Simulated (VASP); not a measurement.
# Na3YbGeSe (P4/mmm) in VASP: single point with PBE

Aim: the single point of Na3YbGeSe with PBE.

All numbers are computed with VASP 6.6.1; they aren't measurements. Logs are shortened: lines on timing, memory, paths and dates and some standing lists are left out, and cuts for length are marked.

### 1 The cell of the first run

The structure is tetragonal, space group P4/mmm (No. 123). Conventional cell: a = 4.178 Å, b = 4.178 Å, c = 11.306 Å, α = 90.00°, β = 90.00°, γ = 90.00°. Within 4.2 Å of Na (site symmetry 4/mmm) lie 4 Se at 2.95 Å and 12 Na at 4.01 to 4.18 Å. Within 3.6 Å of Na (site symmetry 4mm) lie 1 Se at 2.72 Å and 1 Ge at 2.94 Å. Yb (site symmetry 4/mmm) has 4 Ge at 2.95 Å within 3.9 Å. Within 3.9 Å of Ge (site symmetry 4/mmm) lie 2 Na at 2.94 Å and 4 Yb at 2.95 Å. Se (site symmetry 4/mmm) has 6 Na at 2.72 to 2.95 Å within 3.6 Å.

The cell was generated, and may not be a known phase.

### 2 Single point, PBE, collinear spin

Contents of INCAR:

```
PREC = Accurate
ENCUT = 520
EDIFF = 1E-7
ISMEAR = 0
SIGMA = 0.1
LREAL = F
LASPH = T
NELM = 150
ALGO = Normal
ISIF = 2
LWAVE = F
LCHARG = F
ISPIN = 2
MAGMOM = 0 0 0 0.15 0 0
LORBIT = 11
LMAXMIX = 6
GGA = PE
NBANDS = 46
KPAR = 4
```

Contents of KPOINTS:

```
Automatic mesh
0
Gamma
  8 8 4
```

Contents of POSCAR:

```
Na3YbGeSe
1.0
    4.1775961555      0.0000000000      0.0000000000
    0.0000000000      4.1775961555      0.0000000000
    0.0000000000      0.0000000000     11.3059808949
Na Yb Ge Se
3 1 1 1
Direct
    0.0000000000      0.0000000000      0.0000000000
    0.5000000000      0.5000000000      0.7597653688
    0.5000000000      0.5000000000      0.2402346312
    0.0000000000      0.0000000000      0.5000000000
    0.5000000000      0.5000000000      0.5000000000
    0.5000000000      0.5000000000      0.0000000000
```

Potentials or basis: VASP PAW PBE potentials, release 64 (Na_pv, Yb, Ge_d, Se).

Command:

```console
$ cat potpaw_PBE.64/Na_pv/POTCAR potpaw_PBE.64/Yb/POTCAR potpaw_PBE.64/Ge_d/POTCAR potpaw_PBE.64/Se/POTCAR > POTCAR
$ mpirun -np 4 vasp_std > vasp.out
```

OUTCAR:

```text
PREC = Accurate
   ENCUT = 520
   EDIFF = 1E-7
   ISMEAR = 0
   LREAL = F
   LASPH = T
   NELM = 150
   ISIF = 2
   ISPIN = 2
   LORBIT = 11
   GGA = PE

 ion  position               nearest neighbor table
   1  0.000  0.000  0.000-
   2  0.500  0.500  0.760-   6 2.72
   3  0.500  0.500  0.240-   6 2.72
   4  0.000  0.000  0.500-   5 2.95   5 2.95   5 2.95   5 2.95
   5  0.500  0.500  0.500-   4 2.95   4 2.95   4 2.95   4 2.95
   6  0.500  0.500  0.000-   2 2.72   3 2.72

  LATTYP: Found a simple tetragonal cell.
 ALAT       =     4.1775961555
 C/A-ratio  =     2.7063364849

  Lattice vectors:

 A1 = (   4.1775961555,   0.0000000000,   0.0000000000)
 A2 = (   0.0000000000,   4.1775961555,   0.0000000000)
 A3 = (   0.0000000000,   0.0000000000,  11.3059808949)

Analysis of symmetry for initial positions (statically):
=====================================================================
 Subroutine PRICEL returns:
 Original cell was already a primitive cell.

 Routine SETGRP: Setting up the symmetry group for a
 simple tetragonal supercell.

 Subroutine GETGRP returns: Found 16 space group operations
 (whereof 16 operations were pure point group operations)
 out of a pool of 16 trial point group operations.

The static configuration has the point symmetry D_4h.

Analysis of symmetry for dynamics (positions and initial velocities):
=====================================================================
 Subroutine PRICEL returns:
 Original cell was already a primitive cell.

 Routine SETGRP: Setting up the symmetry group for a
 simple tetragonal supercell.

 Subroutine GETGRP returns: Found 16 space group operations
 (whereof 16 operations were pure point group operations)
 out of a pool of 16 trial point group operations.

The dynamic configuration has the point symmetry D_4h.

Analysis of structural, dynamic, and magnetic symmetry:
=====================================================================
 Subroutine PRICEL returns:
 Original cell was already a primitive cell.

 Routine SETGRP: Setting up the symmetry group for a
 simple tetragonal supercell.

 Subroutine GETGRP returns: Found 16 space group operations
 (whereof 16 operations were pure point group operations)
 out of a pool of 16 trial point group operations.

The overall configuration has the point symmetry D_4h.

 Subroutine INISYM returns: Found 16 space group operations
 (whereof 16 operations are pure point group operations),
 and found     1 'primitive' translations

----------------------------------------------------------------------------------------

                                     Primitive cell

  volume of cell :     197.3155

  direct lattice vectors                    reciprocal lattice vectors
     4.177596155  0.000000000  0.000000000     0.239372108  0.000000000  0.000000000
     0.000000000  4.177596155  0.000000000     0.000000000  0.239372108  0.000000000
     0.000000000  0.000000000 11.305980895     0.000000000  0.000000000  0.088448761

  length of vectors
     4.177596155  4.177596155 11.305980895     0.239372108  0.239372108  0.088448761

  position of ions in fractional coordinates (direct lattice)
     0.000000000  0.000000000  0.000000000
     0.500000000  0.500000000  0.759765369
     0.500000000  0.500000000  0.240234631
     0.000000000  0.000000000  0.500000000
     0.500000000  0.500000000  0.500000000
     0.500000000  0.500000000  0.000000000

  ion indices of the primitive-cell ions
   primitive index   ion index
                 1           1
                 2           2
                 3           3
                 4           4
                 5           5
                 6           6

----------------------------------------------------------------------------------------

 KPOINTS: Automatic mesh

Automatic generation of k-mesh.
 Grid dimensions read from file:
 generate k-points for:    8    8    4
[... 45 lines left out ...]
 [... further k-points ...]
   k-points           NKPTS =     45   k-points in BZ     NKDIM =     45   number of bands    NBANDS=     46
   number of dos      NEDOS =    301   number of ions     NIONS =      6
   total plane-waves  NPLWV =  86016
   dimension x,y,z NGX =    32 NGY =   32 NGZ =   84
   dimension x,y,z NGXF=    64 NGYF=   64 NGZF=  168
   ions per type =               3   1   1   1
   NGX,Y,Z   is equivalent  to a cutoff of  12.73, 12.73, 12.35 a.u.
   NGXF,Y,Z  is equivalent  to a cutoff of  25.47, 25.47, 24.70 a.u.
 SYSTEM =  unknown system
   PREC   = accura    normal or accurate (medium, high low for compatibility)
   ISTART =      0    job   : 0-new  1-cont  2-samecut
   ICHARG =      2    charge: 1-file 2-atom 10-const
   ISPIN  =      2    spin polarized calculation?
   LNONCOLLINEAR =      F non collinear calculations
   LSORBIT =      F    spin-orbit coupling
   LASPH  =      T    aspherical Exc in radial PAW
   ENCUT  =  520.0 eV  38.22 Ry    6.18 a.u.   7.77  7.77 21.02*2*pi/ulx,y,z
   NELM   =    150;   NELMIN=  2; NELMDL= -5     # of ELM steps
   EDIFF  = 0.1E-06   stopping-criterion for ELM
   LREAL  =      F    real-space projection
   EDIFFG = 0.1E-05   stopping-criterion for IOM
   NSW    =      0    number of steps for IOM
   IBRION =     -1    ionic relax: 0-MD 1-quasi-New 2-CG
   NFREE  =      0    steps in history (QN), initial steepest desc. (CG)
   ISIF   =      2    stress and relaxation
   ISYM   =      2    0-nonsym 1-usesym 2-fastsym
   POTIM  = 0.5000    time-step for ionic-motion
   TEBEG  =    0.0;   TEEND  =   0.0 temperature during run
   PSTRESS=    0.0 pullay stress
   NELECT =      65.0000    total number of electrons
   NUPDOWN=      -1.0000    fix difference up-down
   EMIN   =  10.00;   EMAX   =-10.00  energy-range for DOS
   EFERMI =   0.00;   METHOD = LEGACY
   ISMEAR =     0;   SIGMA  =   0.10  broadening in eV -4-tet -1-fermi 0-gaus
   EFERMI_NEDOS =   21; number of points for ismear=-14 and -15
   IALGO  =     38    algorithm
   IMIX   =      4    mixing-type and parameters
     AMIX     =   0.40;   BMIX     =  1.00
     AMIX_MAG =   1.60;   BMIX_MAG =  1.00
  volume/ion in A,a.u.               =      32.89       221.93
  Fermi-wavevector in a.u.,A,eV,Ry     =   1.130643  2.136606 17.393062  1.278354
  Thomas-Fermi vector in A             =   2.267340
   LORBIT       =     11    0 simple, 1 ext, 2 COOP (PROOUT), +10 PAW based schemes
   GGA     = PE    functional components
   LHFCALC =     F    Hartree Fock is set to
   AEXX    =    0.0000 exact exchange contribution
   IVDW    =     0    specifies the selected vdW correction
   LEPSILON=     F    determine dielectric tensor
   LRPA    =     F    only Hartree local field effects (RPA)
 spin polarized calculation
 Gauss-broadening in eV      SIGMA  =   0.10
  energy-cutoff  :      520.00
  volume of cell :      197.32
 maximum number of plane-waves:      5344
 NGX is ok and might be reduce to    32
   NGX = 15   NGY = 15   NGZ = 43

 number of electron      65.0000052 magnetization      -0.0000406

 number of electron      65.0000052 magnetization       0.0000716

 Free energy of the ion-electron system (eV)
  ---------------------------------------------------
  ext. energy  EPLUGINS =         0.00000000
  ---------------------------------------------------
  free energy    TOTEN  =       -18.45015977 eV

  energy without entropy =      -18.42746544  energy(sigma->0) =      -18.43881261

 E-fermi :   0.7122     XC(G=0):  -7.5107

 val. band max:        0.6968740529   @ k =   0.1250   0.1250   0.5000
 cond. band min:       0.7394149715   @ k =   0.3750   0.0000   0.5000
 fundamental gap:      0.0425409186
 Fermi energy:         0.7122327059

 spin component 1

 k-point     1 :       0.0000    0.0000    0.0000
  band No.  band energies     occupation
      1     -50.8026      1.00000
      2     -23.5649      1.00000
      3     -23.5649      1.00000
      4     -23.5648      1.00000
      5     -23.5648      1.00000
      6     -23.4665      1.00000
[... 1117 lines left out ...]
     43       6.7669      0.00000
     44       7.2243      0.00000

 [... further k-points ...]

 spin component 2

 k-point     1 :       0.0000    0.0000    0.0000
  band No.  band energies     occupation
      1     -50.8025      1.00000
      2     -23.5649      1.00000
      3     -23.5649      1.00000
      4     -23.5648      1.00000
      5     -23.5648      1.00000
      6     -23.4665      1.00000
[... 1117 lines left out ...]
     43       6.7669      0.00000
     44       7.2243      0.00000

 [... further k-points ...]

 [bands above 44 left out]

------------------------ aborting loop because EDIFF is reached ----------------------------------------

  FORCE on cell =-STRESS in cart. coord.  units (eV):
  Direction    XX          YY          ZZ          XY          YZ          ZX
  --------------------------------------------------------------------------------------
  -------------------------------------------------------------------------------------
  Total       -0.0401389     -0.0401389      0.1362698      0.0000000      0.0000000      0.0000000
  in kB       -0.3259225     -0.3259225      1.1064936      0.0000000      0.0000000      0.0000000
  external PRESSURE =       0.1515495 kB  Pullay stress =       0.0000000 kB

 VOLUME and BASIS-vectors are now :
 -----------------------------------------------------------------------------
  energy-cutoff  :      520.00
  volume of cell :      197.32
      direct lattice vectors                 reciprocal lattice vectors
     4.177596155  0.000000000  0.000000000     0.239372108  0.000000000  0.000000000
     0.000000000  4.177596155  0.000000000     0.000000000  0.239372108  0.000000000
     0.000000000  0.000000000 11.305980895     0.000000000  0.000000000  0.088448761

 POSITION                                       TOTAL-FORCE (eV/Angst)
 -----------------------------------------------------------------------------------
      0.00000      0.00000      0.00000         0.000000      0.000000      0.000000
      2.08880      2.08880      8.58989         0.000000      0.000000     -0.009099
      2.08880      2.08880      2.71609         0.000000     -0.000000      0.009099
      0.00000      0.00000      5.65299         0.000000      0.000000      0.000000
      2.08880      2.08880      5.65299         0.000000      0.000000      0.000000
      2.08880      2.08880      0.00000         0.000000      0.000000      0.000000
 -----------------------------------------------------------------------------------
    total drift:                                0.000000     -0.000000      0.000000

  FREE ENERGIE OF THE ION-ELECTRON SYSTEM (eV)
  ---------------------------------------------------
  free  energy   TOTEN  =       -18.4501597689 eV

  energy  without entropy=      -18.4274654445  energy(sigma->0) =      -18.43881261

 total charge

# of ion       s       p       d       f       tot
--------------------------------------------------
    1        0.062   5.980   0.000   0.000   6.042
    2        0.080   5.977   0.000   0.000   6.057
    3        0.080   5.977   0.000   0.000   6.057
    4        2.159   6.019   0.318  13.570  22.067
    5        1.182   1.183   9.960   0.000  12.324
    6        1.441   2.413   0.002   0.000   3.856
--------------------------------------------------
tot          5.004  27.549  10.280  13.570  56.403

 magnetization (x)

# of ion       s       p       d       f       tot
--------------------------------------------------
    1       -0.000  -0.000   0.000   0.000  -0.000
    2        0.000   0.000   0.000   0.000   0.000
    3        0.000   0.000   0.000   0.000   0.000
    4        0.000  -0.000  -0.000   0.000   0.000
    5        0.000  -0.000  -0.000   0.000  -0.000
    6        0.000   0.000  -0.000   0.000   0.000
--------------------------------------------------
tot          0.000  -0.000  -0.000   0.000   0.000
```

Wall time 13 min (4 MPI ranks of Intel Xeon Platinum 8375C at 2.90GHz (Ice Lake), shared host); peak memory 0.85 GiB.

Results:

| Item | Value |
| --- | --- |
| Free energy | -18.4502 eV |
| Pressure | 0.0 GPa |
| Largest force | 0.009 eV/Å |
| Net moment | 0.00 μB per cell |
| Valence electrons inside the program's atomic spheres | Na 6.04, 6.06 (each value once); Yb 22.07; Ge 12.32; Se 3.86 |

Forces in eV/Å, atoms in the order of the input:
```
Na   0.000  0.000  0.000
Na   0.000  0.000 -0.009
Na   0.000  0.000  0.009
Yb   0.000  0.000  0.000
Ge   0.000  0.000  0.000
Se   0.000  0.000  0.000
```

Stress tensor (GPa, compression positive):
```
-0.03  0.00  0.00
 0.00 -0.03  0.00
 0.00  0.00  0.11
```

Caveat: spin-orbit coupling is left out, which moves the levels of the heavy elements. With open d or f shells a metallic result of PBE can be an artefact of self-interaction; +U or a hybrid may open a gap.
